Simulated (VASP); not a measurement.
# C (P-6m2) in VASP: single point with r2SCAN

Aim: the single point of C with r2SCAN.

All numbers are computed with VASP 6.6.1; they aren't measurements. Logs are shortened: lines on timing, memory, paths and dates and some standing lists are left out, and cuts for length are marked.

## 1. The cell of the first run

It takes space group P-6m2 (No. 187, hexagonal). The conventional cell has a = 2.510 Å, b = 2.510 Å, c = 16.411 Å, α = 90.00°, β = 90.00°, γ = 120.00°. C (site symmetry 3m) has 4 C at 1.54 Å within 2.1 Å. C (site symmetry 3m) has 4 C at 1.54 Å within 2.1 Å. Within 2.1 Å of C (site symmetry 3m) lie 4 C at 1.54 Å. C (site symmetry 3m) has 4 C at 1.54 Å within 2.1 Å. Within 2.1 Å of C (site symmetry 3m) lie 4 C at 1.54 to 1.57 Å. C (site symmetry 3m) has 4 C at 1.54 to 1.57 Å within 2.1 Å. Within 1.9 Å of C (site symmetry 3m) lie 4 C at 1.42 to 1.54 Å. Within 2.1 Å of C (site symmetry 3m) lie 4 C at 1.54 to 1.57 Å.

## 2. Single point, r2SCAN (the distance across one plane changed)

File POSCAR:

```
C
1.0
   -2.5098396889      0.0000000000      0.0000000000
   -1.2549198445     -2.1735849300      0.0000000000
    0.0000000000      0.0000000000     16.4106492275
C
16
Direct
    0.0000000000      0.0000000000      0.6776042171
    0.0000000000      0.0000000000      0.1730340140
    0.0000000000      1.0000000000      0.9298893187
    0.0000000000      1.0000000000      0.4253191156
    0.0000000000      0.0000000000      0.8361063922
    0.0000000000      0.0000000000      0.3315361891
    0.0000000000      1.0000000000      0.0792510875
    0.0000000000      1.0000000000      0.5838212906
    0.3333333333      0.3333333333      0.7091715082
    0.3333333333      0.3333333333      0.2046013051
    0.6666666667      0.6666666667      0.9614566098
    0.6666666667      0.6666666667      0.4568864067
    0.3333333333      0.3333333333      0.8045391011
    0.3333333333      0.3333333333      0.2999688980
    0.6666666667      0.6666666667      0.0476837964
    0.6666666667      0.6666666667      0.5522539995
```

File INCAR.step1:

```
SYSTEM = C
ALGO = Normal ; EDIFF = 1E-4
ENCUT = 520 ; GGA = PE
ISMEAR = 0 ; LASPH = .TRUE.
LCHARG = .FALSE. ; LREAL = Auto
LWAVE = .TRUE. ; NBANDS = 46
NELM = 60 ; PREC = Accurate
SIGMA = 0.05
```

File INCAR.step2:

```
SYSTEM = C
ALGO = Normal ; EDIFF = 1E-7
ENCUT = 520 ; ISIF = 2
ISMEAR = 0 ; ISTART = 1
LASPH = .TRUE. ; LCHARG = .FALSE.
LMIXTAU = .TRUE. ; LREAL = Auto
LWAVE = .FALSE. ; METAGGA = R2SCAN
NBANDS = 46 ; NELM = 60
PREC = Accurate ; SIGMA = 0.05
```

File KPOINTS:

```
k-points
0
G
  10 10 2
  0 0 0
```

Potentials or basis: VASP PAW PBE potentials, release 64 (C).

Started as:

```
$ cat potpaw_PBE.64/C/POTCAR > POTCAR
$ cp INCAR.step1 INCAR
$ mpirun -np 1 vasp_std > vasp.out
$ cp INCAR.step2 INCAR
$ mpirun -np 1 vasp_std > vasp.out
```

OUTCAR:

```text
SYSTEM = C
   EDIFF = 1E-7
   ENCUT = 520
   ISIF = 2
   ISMEAR = 0
   ISTART = 1
   LASPH = .TRUE.
   LREAL = Auto
   METAGGA = R2SCAN
   NELM = 60
   PREC = Accurate

 ion  position               nearest neighbor table
   1  0.000  0.000  0.678-   9 1.54   9 1.54   9 1.54   8 1.54
   2  0.000  0.000  0.173-  10 1.54  10 1.54  10 1.54   7 1.54
   3  0.000  0.000  0.930-  11 1.54  11 1.54  11 1.54   5 1.54
   4  0.000  0.000  0.425-  12 1.54  12 1.54  12 1.54   6 1.54
   5  0.000  0.000  0.836-  13 1.54  13 1.54  13 1.54   3 1.54
   6  0.000  0.000  0.332-  14 1.54  14 1.54  14 1.54   4 1.54
[... 8 lines left out ...]
  15  0.667  0.667  0.048-  11 1.42   7 1.54   7 1.54   7 1.54
  16  0.667  0.667  0.552-   8 1.54   8 1.54   8 1.54  12 1.57

  LATTYP: Found a hexagonal cell.
 ALAT       =     2.5098396889
 C/A-ratio  =     6.5385248707

  Lattice vectors:

 A1 = (   1.2549198445,   2.1735849300,   0.0000000000)
 A2 = (  -2.5098396889,   0.0000000000,   0.0000000000)
 A3 = (   0.0000000000,   0.0000000000,  16.4106492275)

Analysis of symmetry for initial positions (statically):
=====================================================================
 Subroutine PRICEL returns:
 Original cell was already a primitive cell.

 Routine SETGRP: Setting up the symmetry group for a
 hexagonal supercell.

 Subroutine GETGRP returns: Found 12 space group operations
 (whereof  6 operations were pure point group operations)
 out of a pool of 24 trial point group operations.

The static configuration has the point symmetry C_3v.
 The point group associated with its full space group is D_3h.

Analysis of symmetry for dynamics (positions and initial velocities):
=====================================================================
 Subroutine PRICEL returns:
 Original cell was already a primitive cell.

 Routine SETGRP: Setting up the symmetry group for a
 hexagonal supercell.

 Subroutine GETGRP returns: Found 12 space group operations
 (whereof  6 operations were pure point group operations)
 out of a pool of 24 trial point group operations.

The dynamic configuration has the point symmetry C_3v.
 The point group associated with its full space group is D_3h.

 Subroutine INISYM returns: Found 12 space group operations
 (whereof  6 operations are pure point group operations),
 and found     1 'primitive' translations

[... 127 lines left out ...]
   NFREE  =      0    steps in history (QN), initial steepest desc. (CG)
   ISIF   =      2    stress and relaxation
   ISYM   =      2    0-nonsym 1-usesym 2-fastsym
   POTIM  = 0.5000    time-step for ionic-motion
   TEBEG  =    0.0;   TEEND  =   0.0 temperature during run
   PSTRESS=    0.0 pullay stress
   NELECT =      64.0000    total number of electrons
   NUPDOWN=      -1.0000    fix difference up-down
   EMIN   =  10.00;   EMAX   =-10.00  energy-range for DOS
   EFERMI =   0.00;   METHOD = LEGACY
   ISMEAR =     0;   SIGMA  =   0.05  broadening in eV -4-tet -1-fermi 0-gaus
   EFERMI_NEDOS =   21; number of points for ismear=-14 and -15
   IALGO  =     38    algorithm
   IMIX   =      4    mixing-type and parameters
     AMIX     =   0.40;   BMIX     =  1.00
     AMIX_MAG =   1.60;   BMIX_MAG =  1.00
  volume/ion in A,a.u.               =       5.60        37.76
  Fermi-wavevector in a.u.,A,eV,Ry     =   1.463812  2.766204 29.153832  2.142746
  Thomas-Fermi vector in A             =   2.579863
   LORBIT       =      0    0 simple, 1 ext, 2 COOP (PROOUT), +10 PAW based schemes
   METAGGA = R2SCAN    functional components
   LHFCALC =     F    Hartree Fock is set to
   AEXX    =    0.0000 exact exchange contribution
   IVDW    =     0    specifies the selected vdW correction
   LEPSILON=     F    determine dielectric tensor
   LRPA    =     F    only Hartree local field effects (RPA)
 non-spin polarized calculation
 Gauss-broadening in eV      SIGMA  =   0.05
  energy-cutoff  :      520.00
  volume of cell :       89.53
 maximum number of plane-waves:      2450
   NGX =  9   NGY =  9   NGZ = 61

 number of electron      63.9999999 magnetization

 Free energy of the ion-electron system (eV)
  ---------------------------------------------------
  ext. energy  EPLUGINS =         0.00000000
  ---------------------------------------------------
  free energy    TOTEN  =      -156.73094601 eV

  energy without entropy =     -156.73094601  energy(sigma->0) =     -156.73094601

 E-fermi :  10.3305     XC(G=0): -14.3274

 val. band max:       10.1226521448   @ k =   0.0000   0.0000   0.0000
 cond. band min:      14.5868842499   @ k =   0.4000   0.0000   0.0000
 fundamental gap:      4.4642321051
 Fermi energy:        10.3305312236

 k-point     1 :       0.0000    0.0000    0.0000
  band No.  band energies     occupation
      1     -13.1810      2.00000
      2     -12.6016      2.00000
      3     -12.3966      2.00000
      4     -11.2139      2.00000
      5     -11.1152      2.00000
      6      -9.0891      2.00000
[... 1117 lines left out ...]
     43      18.9795      0.00000
     44      19.4034      0.00000

 [... further k-points ...]

 [bands above 44 left out]

------------------------ aborting loop because EDIFF is reached ----------------------------------------

  FORCE on cell =-STRESS in cart. coord.  units (eV):
  Direction    XX          YY          ZZ          XY          YZ          ZX
  --------------------------------------------------------------------------------------
  -------------------------------------------------------------------------------------
  Total        0.6515625      0.6515625      9.6669444      0.0000000      0.0000000      0.0000000
  in kB       11.6605307     11.6605307    173.0021267      0.0000000      0.0000000      0.0000000
  external PRESSURE =      65.4410627 kB  Pullay stress =       0.0000000 kB

 VOLUME and BASIS-vectors are now :
 -----------------------------------------------------------------------------
  energy-cutoff  :      520.00
  volume of cell :       89.53
      direct lattice vectors                 reciprocal lattice vectors
    -2.509839689  0.000000000  0.000000000    -0.398431822  0.230034720  0.000000000
    -1.254919845 -2.173584930  0.000000000     0.000000000 -0.460069439  0.000000000
     0.000000000  0.000000000 16.410649227     0.000000000  0.000000000  0.060936041

 POSITION                                       TOTAL-FORCE (eV/Angst)
 -----------------------------------------------------------------------------------
      0.00000      0.00000     11.11993         0.000000      0.000000     -0.009036
      0.00000      0.00000      2.83960         0.000000     -0.000000     -0.029246
      0.00000      0.00000     15.26009        -0.000000     -0.000000     -1.393380
      0.00000      0.00000      6.97976        -0.000000     -0.000000      0.006503
      0.00000      0.00000     13.72105         0.000000     -0.000000      0.029246
      0.00000      0.00000      5.44072        -0.000000      0.000000      0.009036
[... 8 lines left out ...]
     -2.50984     -1.44906      0.78252         0.000000      0.000000      4.106423
     -2.50984     -1.44906      9.06285        -0.000000     -0.000000     -0.007377
 -----------------------------------------------------------------------------------
    total drift:                                0.000000      0.000000     -0.000041

  FREE ENERGIE OF THE ION-ELECTRON SYSTEM (eV)
  ---------------------------------------------------
  free  energy   TOTEN  =      -156.7309460051 eV

  energy  without entropy=     -156.7309460051  energy(sigma->0) =     -156.73094601
```

OUTCAR.step1:

```text
SYSTEM = C
   EDIFF = 1E-4
   ENCUT = 520
   GGA = PE
   ISMEAR = 0
[... 1401 lines left out ...]
      0.00000      0.00000     13.72105         0.000000      0.000000      0.013479
      0.00000      0.00000      5.44072         0.000000      0.000000     -0.004163
[... 8 lines left out ...]
     -2.50984     -1.44906      0.78252        -0.000000     -0.000000      4.072132
     -2.50984     -1.44906      9.06285         0.000000      0.000000     -0.025407
 -----------------------------------------------------------------------------------
    total drift:                                0.000001      0.000000     -0.000000

  FREE ENERGIE OF THE ION-ELECTRON SYSTEM (eV)
  ---------------------------------------------------
  free  energy   TOTEN  =      -144.9534290814 eV

  energy  without entropy=     -144.9534290814  energy(sigma->0) =     -144.95342908
```

OSZICAR.step1:

```text
N       E                     dE             d eps       ncg     rms          rms(c)
DAV:   1     0.181899795807E+03    0.18190E+03   -0.34075E+04  2576   0.136E+03
DAV:   2    -0.136904467955E+03   -0.31880E+03   -0.30183E+03  3264   0.266E+02
DAV:   3    -0.150156058458E+03   -0.13252E+02   -0.13146E+02  3352   0.505E+01
DAV:   4    -0.150346246813E+03   -0.19019E+00   -0.18965E+00  3384   0.625E+00
DAV:   5    -0.150350060883E+03   -0.38141E-02   -0.38116E-02  3208   0.870E-01    0.160E+01
DAV:   6    -0.146295133888E+03    0.40549E+01   -0.27612E+00  2972   0.712E+00    0.956E+00
DAV:   7    -0.144950654855E+03    0.13445E+01   -0.34918E+00  2966   0.815E+00    0.205E+00
DAV:   8    -0.144953087609E+03   -0.24328E-02   -0.10232E-01  3226   0.148E+00    0.234E-01
DAV:   9    -0.144953339758E+03   -0.25215E-03   -0.85976E-03  3284   0.428E-01    0.632E-02
DAV:  10    -0.144953429081E+03   -0.89323E-04   -0.42356E-04  3138   0.105E-01
   1 F= -.14495343E+03 E0= -.14495343E+03  d E =-.405932E-15
```

Wall time 18 min (1 thread of Intel Xeon 8259CL, shared host); peak memory 0.26 GiB.

Results:

- Free energy: -156.7309 eV
- Pressure: 6.5 GPa
- Largest force: 4.106 eV/Å
- Band gap on the k mesh: 4.46 eV

Forces on the atoms (eV/Å):
```
C    0.000  0.000 -0.009
C    0.000  0.000 -0.029
C    0.000  0.000 -1.393
C    0.000  0.000  0.007
C    0.000  0.000  0.029
C    0.000  0.000  0.009
C    0.000  0.000  1.393
C    0.000  0.000 -0.007
C    0.000  0.000  0.005
C    0.000  0.000  0.024
C    0.000  0.000 -4.106
C    0.000  0.000  0.007
C    0.000  0.000 -0.024
C    0.000  0.000 -0.005
C    0.000  0.000  4.106
C    0.000  0.000 -0.007
```

Stress tensor (GPa, compression positive):
```
 1.17  0.00  0.00
 0.00  1.17  0.00
 0.00  0.00 17.30
```

Caveat: the cell differs from its parent crystal (the distance across one plane changed); the cell stands under pressure; the PAW data sets were made with another functional, which shifts forces and pressure a little.
